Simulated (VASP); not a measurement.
Set up this calculation in VASP 6.6.1, as the native input.

```
Task                   : relaxation of cell and atoms
Functional             : PBE
Potentials or basis    : VASP PAW PBE potentials, release 64 (Be, Rh_pv, S)
Cutoff                 : 600 eV
k mesh                 : 4 × 4 × 4
Occupations            : gaussian, width 0.1 eV
Spin                   : collinear spin, ferromagnetic start
Starting moments       : [0.0, 1.0, 0.0, 0.0, 0.0] μB
Dipole correction      : no
Further INCAR settings : ALGO = Normal; EDIFF = 1e-06; IBRION = 2; EDIFFG = -0.04; NSW = 90; ISIF = 3
```

The structure of BeRhS3 lies in POSCAR:

```
BeRhS3
1.0
    4.6120566800      0.0000000000      0.0000000000
    0.0000000000      4.6120566800      0.0000000000
    0.0000000000      0.0000000000      4.6120566800
Be Rh S
1 1 3
Direct
    0.0000000000      0.0000000000      0.0000000000
    0.5000000000      0.5000000000      0.5000000000
    0.5000000000      0.0000000000      0.0000000000
    0.0000000000      0.5000000000      0.0000000000
    0.0000000000      0.0000000000      0.5000000000
```

The cell was built from a structure type or drawn by symmetry, and may not be a known phase.

These files were run (other wordings do the same):

INCAR

```
PREC = Accurate
ENCUT = 600
EDIFF = 1E-6
ISMEAR = 0
SIGMA = 0.1
LREAL = False
LASPH = True
NELM = 150
ALGO = Normal
ISIF = 3
LWAVE = False
LCHARG = False
ISPIN = 2
MAGMOM = 0 1 0 0 0
LORBIT = 11
LMAXMIX = 4
GGA = PE
IBRION = 2
NSW = 90
EDIFFG = -0.04
```

KPOINTS

```
regular mesh
0
Gamma
  4 4 4
```

Potentials or basis: VASP PAW PBE potentials, release 64 (Be, Rh_pv, S).

Run with:

```sh
$ cat potpaw_PBE.64/Be/POTCAR potpaw_PBE.64/Rh_pv/POTCAR potpaw_PBE.64/S/POTCAR > POTCAR
$ mpirun -np 1 vasp_std > vasp.out
```

Results of the run:

```yaml
Relaxed_volume: 15.09 Å³/atom
Relaxed_cell: a = 4.225 Å, b = 4.225 Å, c = 4.225 Å, α = 90.00°, β = 90.00°, γ = 90.00°
Space_group_after_relaxing_to_0.1_Å: Pm-3m (No. 221)
Energy_gained_by_relaxing: 233.9 meV/atom
Ionic_steps: 3
Pressure_after_relaxing: -0.1 GPa
Net_moment: 0.00 μB per cell
Valence_electrons_inside_the_program's_atomic_spheres: Be 1.11; Rh 13.39; S 3.63
```

Caveat: the volume moved by over 15 % at a fixed basis, so the end points are rough.

Run time: 120 s on 1 thread of Intel(R) Xeon(R) 6975P-C (Granite Rapids) (shared host), peak memory 0.31 GiB.
